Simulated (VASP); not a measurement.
# BAs (zincblende type) (F-43m) in VASP: a series of runs

Runs on BAs (zincblende type). Level: LDA. Tasks: single point.

Everything below comes from runs of VASP 6.6.1. Logs are shortened: lines on timing, memory, paths and dates and some standing lists are left out, and cuts for length are marked.

### 1 The cell of the first run

The structure is cubic, space group F-43m (No. 216). Conventional cell: a = 4.078 Å, b = 4.078 Å, c = 4.078 Å, α = 90.00°, β = 90.00°, γ = 90.00°. Within 2.3 Å of B (site symmetry -43m) lie 4 As at 1.77 Å. Within 2.3 Å of As (site symmetry -43m) lie 4 B at 1.77 Å.

### 2 Single point, LDA (volume scaled by 0.64)

Input file INCAR:

```
  PREC = Accurate
  ENCUT = 520
  EDIFF = 1E-7
  ISMEAR = -1
  SIGMA = 0.05
  LREAL = False
  LASPH = True
  NELM = 100
  ALGO = Normal
  ISIF = 2
  LWAVE = False
  LCHARG = False
  GGA = CA
  NBANDS = 11
```

Input file KPOINTS:

```
regular mesh
0
Gamma
  15 15 15
```

Input file POSCAR:

```
BAs
1.0
    0.0000000000      2.0391998371      2.0391998371
    2.0391998371      0.0000000000      2.0391998371
    2.0391998371      2.0391998371      0.0000000000
B As
1 1
Direct
    0.0000000000      0.0000000000      0.0000000000
    0.2500000000      0.2500000000      0.2500000000
```

Potentials or basis: VASP PAW LDA potentials, release 64 (B, As).

On the command line:

```sh
> cat potpaw_LDA.64/B/POTCAR potpaw_LDA.64/As/POTCAR > POTCAR
> mpirun -np 1 vasp_std > vasp.out
```

OUTCAR:

```text
PREC = Accurate
   ENCUT = 520
   EDIFF = 1E-7
   ISMEAR = -1
   LREAL = False
   LASPH = True
   NELM = 100
   ISIF = 2
   GGA = CA

 ion  position               nearest neighbor table
   1  0.000  0.000  0.000-   2 1.77   2 1.77   2 1.77   2 1.77
   2  0.250  0.250  0.250-   1 1.77   1 1.77   1 1.77   1 1.77

  LATTYP: Found a face centered cubic cell.
 ALAT       =     4.0783996742

  Lattice vectors:

 A1 = (   0.0000000000,   2.0391998371,   2.0391998371)
 A2 = (   2.0391998371,   0.0000000000,   2.0391998371)
 A3 = (   2.0391998371,   2.0391998371,   0.0000000000)

Analysis of symmetry for initial positions (statically):
=====================================================================
 Subroutine PRICEL returns:
 Original cell was already a primitive cell.

 Routine SETGRP: Setting up the symmetry group for a
 face centered cubic supercell.

 Subroutine GETGRP returns: Found 24 space group operations
 (whereof 24 operations were pure point group operations)
 out of a pool of 48 trial point group operations.

The static configuration has the point symmetry T_d .

Analysis of symmetry for dynamics (positions and initial velocities):
=====================================================================
 Subroutine PRICEL returns:
 Original cell was already a primitive cell.

 Routine SETGRP: Setting up the symmetry group for a
 face centered cubic supercell.

 Subroutine GETGRP returns: Found 24 space group operations
 (whereof 24 operations were pure point group operations)
 out of a pool of 48 trial point group operations.

The dynamic configuration has the point symmetry T_d .

 Subroutine INISYM returns: Found 24 space group operations
 (whereof 24 operations are pure point group operations),
 and found     1 'primitive' translations

----------------------------------------------------------------------------------------

                                     Primitive cell

  volume of cell :      16.9594

  direct lattice vectors                    reciprocal lattice vectors
     0.000000000  2.039199837  2.039199837    -0.245194213  0.245194213  0.245194213
     2.039199837  0.000000000  2.039199837     0.245194213 -0.245194213  0.245194213
     2.039199837  2.039199837  0.000000000     0.245194213  0.245194213 -0.245194213

  length of vectors
     2.883864066  2.883864066  2.883864066     0.424688835  0.424688835  0.424688835

  position of ions in fractional coordinates (direct lattice)
     0.000000000  0.000000000  0.000000000
     0.250000000  0.250000000  0.250000000

  ion indices of the primitive-cell ions
   primitive index   ion index
                 1           1
                 2           2

----------------------------------------------------------------------------------------

 KPOINTS: regular mesh

Automatic generation of k-mesh.
 Grid dimensions read from file:
 generate k-points for:   15   15   15

 Generating k-lattice:

  Cartesian coordinates                     Fractional coordinates (reciprocal lattice)
    -0.016346281  0.016346281  0.016346281     0.066666667  0.000000000  0.000000000
     0.016346281 -0.016346281  0.016346281     0.000000000  0.066666667  0.000000000
     0.016346281  0.016346281 -0.016346281     0.000000000  0.000000000  0.066666667

  Length of vectors
     0.028312589  0.028312589  0.028312589

  Shift w.r.t. Gamma in fractional coordinates (k-lattice)
     0.000000000  0.000000000  0.000000000

 Subroutine IBZKPT returns following result:
 ===========================================

 Found    120 irreducible k-points:

 Following reciprocal coordinates:
            Coordinates               Weight
  0.000000  0.000000  0.000000      1.000000
  0.066667  0.000000  0.000000      8.000000
  0.133333  0.000000  0.000000      8.000000
  0.200000  0.000000  0.000000      8.000000
  0.266667  0.000000  0.000000      8.000000
  0.333333  0.000000  0.000000      8.000000
[... 16 lines left out ...]
  0.133333  0.133333  0.000000      6.000000
  0.200000  0.133333  0.000000     24.000000
 [... further k-points ...]
   k-points           NKPTS =    120   k-points in BZ     NKDIM =    120   number of bands    NBANDS=     11
   number of dos      NEDOS =    301   number of ions     NIONS =      2
   total plane-waves  NPLWV =  13824
   dimension x,y,z NGX =    24 NGY =   24 NGZ =   24
   dimension x,y,z NGXF=    48 NGYF=   48 NGZF=   48
   ions per type =               1   1
   NGX,Y,Z   is equivalent  to a cutoff of  13.84, 13.84, 13.84 a.u.
   NGXF,Y,Z  is equivalent  to a cutoff of  27.67, 27.67, 27.67 a.u.
 SYSTEM =  unknown system
   PREC   = accura    normal or accurate (medium, high low for compatibility)
   ISTART =      0    job   : 0-new  1-cont  2-samecut
   ICHARG =      2    charge: 1-file 2-atom 10-const
   ISPIN  =      1    spin polarized calculation?
   LNONCOLLINEAR =      F non collinear calculations
   LSORBIT =      F    spin-orbit coupling
   LASPH  =      T    aspherical Exc in radial PAW
   ENCUT  =  520.0 eV  38.22 Ry    6.18 a.u.   5.36  5.36  5.36*2*pi/ulx,y,z
   NELM   =    100;   NELMIN=  2; NELMDL= -5     # of ELM steps
   EDIFF  = 0.1E-06   stopping-criterion for ELM
   LREAL  =      F    real-space projection
   EDIFFG = 0.1E-05   stopping-criterion for IOM
   NSW    =      0    number of steps for IOM
   IBRION =     -1    ionic relax: 0-MD 1-quasi-New 2-CG
   NFREE  =      0    steps in history (QN), initial steepest desc. (CG)
   ISIF   =      2    stress and relaxation
   ISYM   =      2    0-nonsym 1-usesym 2-fastsym
   POTIM  = 0.5000    time-step for ionic-motion
   TEBEG  =    0.0;   TEEND  =   0.0 temperature during run
   PSTRESS=    0.0 pullay stress
   NELECT =       8.0000    total number of electrons
   NUPDOWN=      -1.0000    fix difference up-down
   EMIN   =  10.00;   EMAX   =-10.00  energy-range for DOS
   EFERMI =   0.00;   METHOD = LEGACY
   ISMEAR =    -1;   SIGMA  =   0.05  broadening in eV -4-tet -1-fermi 0-gaus
   EFERMI_NEDOS =   21; number of points for ismear=-14 and -15
   IALGO  =     38    algorithm
   IMIX   =      4    mixing-type and parameters
     AMIX     =   0.40;   BMIX     =  1.00
     AMIX_MAG =   1.60;   BMIX_MAG =  1.00
  volume/ion in A,a.u.               =       8.48        57.22
  Fermi-wavevector in a.u.,A,eV,Ry     =   1.274388  2.408244 22.096746  1.624065
  Thomas-Fermi vector in A             =   2.407159
   LORBIT       =      0    0 simple, 1 ext, 2 COOP (PROOUT), +10 PAW based schemes
   GGA     = CA    functional components
   LHFCALC =     F    Hartree Fock is set to
   AEXX    =    0.0000 exact exchange contribution
   IVDW    =     0    specifies the selected vdW correction
   LEPSILON=     F    determine dielectric tensor
   LRPA    =     F    only Hartree local field effects (RPA)
 non-spin polarized calculation
  energy-cutoff  :      520.00
  volume of cell :       16.96
 maximum number of plane-waves:       471
 NGX is ok and might be reduce to    24
   NGX = 11   NGY = 11   NGZ = 11

 number of electron       8.0000000 magnetization

 Free energy of the ion-electron system (eV)
  ---------------------------------------------------
  ext. energy  EPLUGINS =         0.00000000
  ---------------------------------------------------
  free energy    TOTEN  =        -9.51377071 eV

  energy without entropy =       -9.51376741  energy(sigma->0) =       -9.51376906

 E-fermi :  13.0075     XC(G=0): -12.8841

 val. band max:       12.6898592211   @ k =   0.0000   0.0000   0.0000
 cond. band min:      13.3850488761   @ k =   0.4667   0.4667   0.0000
 fundamental gap:      0.6951896550
 Fermi energy:        13.0074771457

 k-point     1 :       0.0000    0.0000    0.0000
  band No.  band energies     occupation
      1      -7.9259      2.00000
      2      12.6899      1.99652
      3      12.6899      1.99652
      4      12.6899      1.99652
      5      16.8647      0.00000
      6      16.8647      0.00000
      7      16.8647      0.00000
      8      23.0977      0.00000
      9      25.9994      0.00000
     10      28.0504      0.00000
     11      28.0504      0.00000

 k-point     2 :       0.0667    0.0000    0.0000
  band No.  band energies     occupation
      1      -7.8183      2.00000
      2      11.7534      2.00000
      3      12.4556      1.99997
      4      12.4556      1.99997
      5      17.1668      0.00000
      6      17.1668      0.00000
      7      17.3078      0.00000
      8      23.1199      0.00000
      9      26.4198      0.00000
     10      26.7646      0.00000
     11      26.7646      0.00000

 k-point     3 :       0.1333    0.0000    0.0000
  band No.  band energies     occupation
      1      -7.4960      2.00000
      2       9.7911      2.00000
      3      11.9275      2.00000
      4      11.9275      2.00000
      5      17.8314      0.00000
      6      17.8314      0.00000
      7      17.9367      0.00000
      8      23.1283      0.00000
      9      25.6042      0.00000
     10      25.6042      0.00000
     11      27.1414      0.00000

 k-point     4 :       0.2000    0.0000    0.0000
  band No.  band energies     occupation
      1      -6.9610      2.00000
      2       7.5618      2.00000
      3      11.3446      2.00000
      4      11.3446      2.00000
      5      18.3404      0.00000
      6      18.4130      0.00000
      7      18.4130      0.00000
      8      23.0166      0.00000
      9      25.1530      0.00000
     10      25.1530      0.00000
     11      27.5167      0.00000

 k-point     5 :       0.2667    0.0000    0.0000
  band No.  band energies     occupation
      1      -6.2185      2.00000
      2       5.3337      2.00000
      3      10.8263      2.00000
      4      10.8263      2.00000
      5      18.5734      0.00000
      6      18.5864      0.00000
      7      18.5864      0.00000
      8      22.7523      0.00000
      9      25.6451      0.00000
     10      25.6451      0.00000
     11      27.9401      0.00000
[... 211 lines left out ...]
 k-point    21 :      -0.1333    0.0667    0.0000
  band No.  band energies     occupation
      1      -7.2458      2.00000
      2       9.0767      2.00000
      3      10.5393      2.00000
      4      12.1904      2.00000
      5      17.6048      0.00000
      6      18.0824      0.00000
      7      19.0219      0.00000
      8      22.6987      0.00000
      9      24.3193      0.00000
     10      26.4679      0.00000
     11      28.1839      0.00000

 k-point    22 :      -0.0667    0.0667    0.0000
  band No.  band energies     occupation
      1      -7.6391      2.00000
      2      11.0081      2.00000
      3      11.2767      2.00000
      4      12.5431      1.99981
      5      17.1396      0.00000
      6      17.5451      0.00000
      7      18.2365      0.00000
      8      23.0054      0.00000
      9      25.2934      0.00000
     10      26.4236      0.00000
     11      27.6407      0.00000

 k-point    23 :       0.1333    0.1333    0.0000
  band No.  band energies     occupation
      1      -7.3525      2.00000
      2      10.6026      2.00000
      3      10.6026      2.00000
      4      11.3564      2.00000
      5      15.6315      0.00000
      6      19.5231      0.00000
      7      19.5231      0.00000
      8      21.2058      0.00000
      9      25.3453      0.00000
     10      28.5907      0.00000
     11      28.7208      0.00000

 k-point    24 :       0.2000    0.1333    0.0000
  band No.  band energies     occupation
      1      -6.9598      2.00000
      2       9.0595      2.00000
      3       9.9526      2.00000
      4      10.9887      2.00000
      5      15.6036      0.00000
      6      20.0688      0.00000
      7      20.4082      0.00000
      8      20.4486      0.00000
      9      25.7905      0.00000
     10      28.1245      0.00000
     11      29.3787      0.00000

 [... further k-points ...]
[... 5 lines left out ...]
  --------------------------------------------------------------------------------------
  -------------------------------------------------------------------------------------
  Total       17.3047708     17.3047708     17.3047708     -0.0000000      0.0000000     -0.0000000
  in kB     1634.8092055   1634.8092055   1634.8092055     -0.0000000      0.0000000     -0.0000000
  external PRESSURE =    1634.8092055 kB  Pullay stress =       0.0000000 kB

 VOLUME and BASIS-vectors are now :
 -----------------------------------------------------------------------------
  energy-cutoff  :      520.00
  volume of cell :       16.96
      direct lattice vectors                 reciprocal lattice vectors
     0.000000000  2.039199837  2.039199837    -0.245194213  0.245194213  0.245194213
     2.039199837  0.000000000  2.039199837     0.245194213 -0.245194213  0.245194213
     2.039199837  2.039199837  0.000000000     0.245194213  0.245194213 -0.245194213

 POSITION                                       TOTAL-FORCE (eV/Angst)
 -----------------------------------------------------------------------------------
      0.00000      0.00000      0.00000        -0.000000     -0.000000     -0.000000
      1.01960      1.01960      1.01960         0.000000      0.000000      0.000000
 -----------------------------------------------------------------------------------
    total drift:                               -0.000000     -0.000000     -0.000000

  FREE ENERGIE OF THE ION-ELECTRON SYSTEM (eV)
  ---------------------------------------------------
  free  energy   TOTEN  =        -9.5137707122 eV

  energy  without entropy=       -9.5137674116  energy(sigma->0) =       -9.51376906
```

It took 8.1 s on 1 thread of Intel Xeon 6975P-C (Granite Rapids), shared host; peak memory 0.14 GiB.

What came out:

```
Free energy            : -9.5138 eV
Pressure               : 163.5 GPa
Band gap on the k mesh : 0.70 eV, indirect (least direct gap 4.13 eV)
```

 A k mesh can miss the band edges.

### 3 Single point, LDA (volume scaled by 0.72)

Input file INCAR:

```
SYSTEM = BAs
PREC = Accurate
ENCUT = 520
EDIFF = 1E-6
ISMEAR = -1
SIGMA = 0.05
LREAL = .False.
LASPH = .True.
NELM = 100
ALGO = Normal
ISIF = 2
LWAVE = .False.
LCHARG = .True.
GGA = CA
LELF = .True.
LVHAR = .True.
NBANDS = 11
```

Input file KPOINTS:

```
Automatic mesh
0
Gamma
  15 15 15
  0 0 0
```

Input file POSCAR:

```
BAs
1.0
    0.0000000000      2.1208532966      2.1208532966
    2.1208532966      0.0000000000      2.1208532966
    2.1208532966      2.1208532966      0.0000000000
B As
1 1
Direct
    0.0000000000      0.0000000000      0.0000000000
    0.2500000000      0.2500000000      0.2500000000
```

Potentials or basis: VASP PAW LDA potentials, release 64 (B, As).

On the command line:

```sh
> cat potpaw_LDA.64/B/POTCAR potpaw_LDA.64/As/POTCAR > POTCAR
> mpirun -np 1 vasp_std > vasp.out
```

Run time: 8.1 s. Hardware: 1 thread of Intel Xeon 6975P-C (Granite Rapids), shared host; peak memory 0.14 GiB.

Results (log left out):

```
Free energy            : -11.1984 eV
Pressure               : 96.3 GPa
Band gap on the k mesh : 0.79 eV, indirect (least direct gap 3.86 eV)
```

Levels at points of the mesh, in eV from the valence-band top:
| k point | band 1 | band 2 | band 3 | band 4 | band 5 | band 6 | band 7 | band 8 |
| --- | --- | --- | --- | --- | --- | --- | --- | --- |
| (0.00, 0.00, 0.00) | -19.13 | 0.00 | 0.00 | 0.00 | 3.86 | 3.86 | 3.86 | 9.28 |
